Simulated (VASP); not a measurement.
The system is GeSe5.

```xyz
6
Lattice="3.7500 0.0000 0.0000 -1.8750 3.2476 0.0000 0.0000 0.0000 12.6000" Properties=species:S:1:pos:R:3 pbc="T T T"
Ge    0.0000    0.0000    0.0000
Se    1.8750    1.0825   11.2140
Se    0.0000    2.1651    1.3860
Se    0.0000    2.1651    8.6940
Se    0.0000    0.0000    6.3000
Se    1.8750    1.0825    3.9060
```

```yaml
Program: VASP 6.6.1
Task: relaxation of cell and atoms
Functional: PBE
Potentials_or_basis: VASP PAW PBE potentials, release 64 (Ge_d, Se)
Cutoff: 600 eV
k_mesh: 5 × 5 × 2
Occupations: gaussian, width 0.2 eV
Spin: no spin polarisation
```

At the start: pressure -4.0 GPa; volume 25.57 Å³/atom.

Question: Where does the relaxation end?

Answer: Over 18 steps the energy falls by 407.0 meV/atom and the volume is 22.47 Å³/atom (-12.1 %); space group P-3m1 (No. 164, to 0.05 Å).

The path:
| step | energy change (eV) | largest force (eV/Å) | pressure (GPa) | volume (Å³) |
| --- | --- | --- | --- | --- |
| 1 | 0.0000 | 1.4429 | -3.98 | 153.45 |
| 2 | -0.8222 | 1.7314 | -0.61 | 139.67 |
| 3 | -1.1875 | 2.3697 | 14.10 | 115.90 |
| 4 | -1.3070 | 2.2547 | 6.69 | 124.65 |
| 5 | -1.7412 | 1.6556 | 6.05 | 124.44 |
| 6 | -2.2160 | 0.4462 | 6.41 | 123.54 |
| 7 | -2.2186 | 0.3328 | 6.58 | 123.40 |
| 8 | -2.4048 | 0.2201 | 1.63 | 130.59 |
| 9 | -2.4206 | 0.2870 | -0.16 | 133.85 |
| 10 | -2.4207 | 0.2823 | -0.05 | 133.61 |
| 11 | -2.4206 | 0.2782 | 0.06 | 133.40 |
| 12 | -2.4246 | 0.2475 | 0.08 | 133.43 |
| 13 | -2.4337 | 0.1543 | 0.11 | 133.54 |
| 14 | -2.4386 | 0.1276 | 0.21 | 133.74 |
| 15 | -2.4391 | 0.1001 | 0.18 | 133.69 |
| 16 | -2.4406 | 0.0922 | -0.08 | 134.31 |
| 17 | -2.4409 | 0.0860 | -0.32 | 134.87 |
| 18 | -2.4418 | 0.0698 | -0.28 | 134.84 |

Final structure:
```
Ge Se
1.0
     3.84005    0.00000    0.00000
    -1.92003    3.32558    0.00000
     0.00000    0.00000   10.55861
Ge Se
1 5
Cartesian
  3.8401 0.0000 0.0000
  1.9200 1.1085 9.0423
  0.0000 2.2171 1.5164
  0.0000 2.2171 6.9001
  3.8401 0.0000 5.2793
  1.9200 1.1085 3.6585
```

Caveat: the k points lie up to 0.38 Å⁻¹ apart in the final cell; the relaxation stopped at a loose force limit of 0.08 eV/Å, so its end isn't a converged minimum.
